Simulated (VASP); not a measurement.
# Li (Im-3m) in VASP: notebook, part 2 of 3

VASP 6.6.1. The steps go on from the part before.

### Step 4. Single point, BLYP+D4

This run uses another cell than the first one, of 19.61 Å³/atom, 0.908 times its volume.

INCAR reads:

```
PREC = Accurate
ENCUT = 520
EDIFF = 1E-6
ISMEAR = -1
SIGMA = 0.05
LREAL = F
LASPH = T
NELM = 60
ALGO = Normal
ISIF = 2
LWAVE = F
LCHARG = F
GGA = B5
ALDAX = 1.0
AGGAX = 1.0
AGGAC = 1.0
ALDAC = 0.0
IVDW = 13
VDW_S6 = 1.0
VDW_S8 = 2.34076671
VDW_A1 = 0.44488865
VDW_A2 = 4.0933009
NBANDS = 8
```

KPOINTS reads:

```
Automatic mesh
0
Gamma
  11 11 11
```

POSCAR reads:

```
Li
1.0
   -1.6988257667      1.6988257667      1.6988257667
    1.6988257667     -1.6988257667      1.6988257667
    1.6988257667      1.6988257667     -1.6988257667
Li
1
Direct
    0.0000000000      0.0000000000      0.0000000000
```

Potentials or basis: VASP PAW PBE potentials, release 64 (Li_sv).

Run with:

```bash
$ cat potpaw_PBE.64/Li_sv/POTCAR > POTCAR
$ mpirun -np 1 vasp_std > vasp.out
```

OUTCAR:

```text
PREC = Accurate
   ENCUT = 520
   EDIFF = 1E-6
   ISMEAR = -1
   LREAL = F
   LASPH = T
   NELM = 60
   ISIF = 2
   GGA = B5
   IVDW = 13

 ion  position               nearest neighbor table
   1  0.000  0.000  0.000-

  LATTYP: Found a body centered cubic cell.
 ALAT       =     3.3976515334

  Lattice vectors:

 A1 = (  -1.6988257667,   1.6988257667,   1.6988257667)
 A2 = (   1.6988257667,  -1.6988257667,   1.6988257667)
 A3 = (   1.6988257667,   1.6988257667,  -1.6988257667)

Analysis of symmetry for initial positions (statically):
=====================================================================
 Subroutine PRICEL returns:
 Original cell was already a primitive cell.

 Routine SETGRP: Setting up the symmetry group for a
 body centered cubic supercell.

 Subroutine GETGRP returns: Found 48 space group operations
 (whereof 48 operations were pure point group operations)
 out of a pool of 48 trial point group operations.

The static configuration has the point symmetry O_h .

Analysis of symmetry for dynamics (positions and initial velocities):
=====================================================================
 Subroutine PRICEL returns:
 Original cell was already a primitive cell.

 Routine SETGRP: Setting up the symmetry group for a
 body centered cubic supercell.

 Subroutine GETGRP returns: Found 48 space group operations
 (whereof 48 operations were pure point group operations)
 out of a pool of 48 trial point group operations.

The dynamic configuration has the point symmetry O_h .

 Subroutine INISYM returns: Found 48 space group operations
 (whereof 48 operations are pure point group operations),
 and found     1 'primitive' translations

----------------------------------------------------------------------------------------

                                     Primitive cell

[... 108 lines left out ...]
     AMIX_MAG =   1.60;   BMIX_MAG =  1.00
  volume/ion in A,a.u.               =      19.61       132.34
  Fermi-wavevector in a.u.,A,eV,Ry     =   0.875548  1.654545 10.430002  0.766584
  Thomas-Fermi vector in A             =   1.995234
   LORBIT       =      0    0 simple, 1 ext, 2 COOP (PROOUT), +10 PAW based schemes
   GGA     = B5    functional components
   LHFCALC =     F    Hartree Fock is set to
   AEXX    =    0.0000 exact exchange contribution
   IVDW    =    13    specifies the selected vdW correction
   LEPSILON=     F    determine dielectric tensor
   LRPA    =     F    only Hartree local field effects (RPA)
 non-spin polarized calculation
  energy-cutoff  :      520.00
  volume of cell :       19.61
 maximum number of plane-waves:       543
 NGX is ok and might be reduce to    24
   NGX = 11   NGY = 11   NGZ = 11

 number of electron       3.0000006 magnetization

 Free energy of the ion-electron system (eV)
  ---------------------------------------------------
  ext. energy  EPLUGINS =         0.00000000
  ---------------------------------------------------
  free energy    TOTEN  =        -1.57277160 eV

  energy without entropy =       -1.56897690  energy(sigma->0) =       -1.57087425

 E-fermi :   1.1540     XC(G=0):  -6.7292

 val. band max:        1.1331874238   @ k =   0.4545   0.0000   0.0000
 cond. band min:       1.3331534682   @ k =  -0.4545   0.4545   0.0909
 fundamental gap:      0.1999660444
 Fermi energy:         1.1540257253

 k-point     1 :       0.0000    0.0000    0.0000
  band No.  band energies     occupation
      1     -46.0379      2.00000
      2      -2.4402      2.00000
      3      15.7727      0.00000
      4      15.7729      0.00000
      5      15.7729      0.00000
      6      21.0023      0.00000
      7      21.0023      0.00000
      8      21.0023      0.00000
[... 243 lines left out ...]
 k-point    24 :       0.3636    0.1818    0.0909
  band No.  band energies     occupation
      1     -46.0157      2.00000
      2       2.3726      0.00000
      3       4.4926      0.00000
      4       8.0174      0.00000
      5      10.6246      0.00000
      6      20.9299      0.00000
      7      21.8351      0.00000
      8      25.3034      0.00000

 [... further k-points ...]

------------------------ aborting loop because EDIFF is reached ----------------------------------------

  DFT-D4 for vdW energy calculation

  Edisp (eV):   -0.03772

  FORCE on cell =-STRESS in cart. coord.  units (eV):
  Direction    XX          YY          ZZ          XY          YZ          ZX
  --------------------------------------------------------------------------------------
  -------------------------------------------------------------------------------------
  Total      -0.01056    -0.01056    -0.01056     0.00000     0.00000     0.00000
  in kB      -0.86304    -0.86304    -0.86304     0.00000     0.00000     0.00000
  external pressure =       -0.86 kB  Pullay stress =        0.00 kB

 VOLUME and BASIS-vectors are now :
 -----------------------------------------------------------------------------
  energy-cutoff  :      520.00
  volume of cell :       19.61
      direct lattice vectors                 reciprocal lattice vectors
    -1.698825767  1.698825767  1.698825767     0.000000000  0.294320942  0.294320942
     1.698825767 -1.698825767  1.698825767     0.294320942  0.000000000  0.294320942
     1.698825767  1.698825767 -1.698825767     0.294320942  0.294320942  0.000000000

 POSITION                                       TOTAL-FORCE (eV/Angst)
 -----------------------------------------------------------------------------------
      0.00000      0.00000      0.00000         0.000000     -0.000000      0.000000
 -----------------------------------------------------------------------------------
    total drift:                                0.000000      0.000000     -0.000000

  FREE ENERGIE OF THE ION-ELECTRON SYSTEM (eV)
  ---------------------------------------------------
  free  energy   TOTEN  =        -1.6104954802 eV

  energy  without entropy=       -1.6067007801  energy(sigma->0) =       -1.60859813
```

OSZICAR:

```text
N       E                     dE             d eps       ncg     rms          rms(c)
DAV:   1     0.171404248098E+00    0.17140E+00   -0.69555E+02   920   0.258E+02
DAV:   2    -0.155411140781E+01   -0.17255E+01   -0.17013E+01  1368   0.340E+01
DAV:   3    -0.156999878944E+01   -0.15887E-01   -0.15813E-01  1008   0.272E+00
DAV:   4    -0.157027622119E+01   -0.27743E-03   -0.27743E-03  1344   0.275E-01
DAV:   5    -0.157027993155E+01   -0.37104E-05   -0.37105E-05  1024   0.156E-02    0.142E-01
DAV:   6    -0.157138342318E+01   -0.11035E-02   -0.56849E-04  1056   0.138E-01    0.898E-02
DAV:   7    -0.157273992693E+01   -0.13565E-02   -0.18501E-03   936   0.256E-01    0.175E-02
DAV:   8    -0.157277224234E+01   -0.32315E-04   -0.10597E-04  1184   0.689E-02    0.255E-03
DAV:   9    -0.157277159545E+01    0.64690E-06   -0.21206E-06  1128   0.947E-03
   1 F= -.16104955E+01 E0= -.16085981E+01  d E =-.379470E-02
```

Wall time 4.5 s (1 thread of Intel Xeon 6975P-C (Granite Rapids), shared host); peak memory 0.13 GiB.

Results:

```yaml
Free_energy: -1.6105 eV
Dispersion_energy_per_atom: -0.038 eV
```

Caveat: the cutoff is under 1.25 times the usual one of these potentials, so pressure, stress and relaxed cells hold a basis-set (Pulay) error; the PAW data sets were made with another functional, which shifts forces and pressure a little; pairwise dispersion overbinds metals, which lowers pressure and volume.

(Continued in part 3 of 3.)
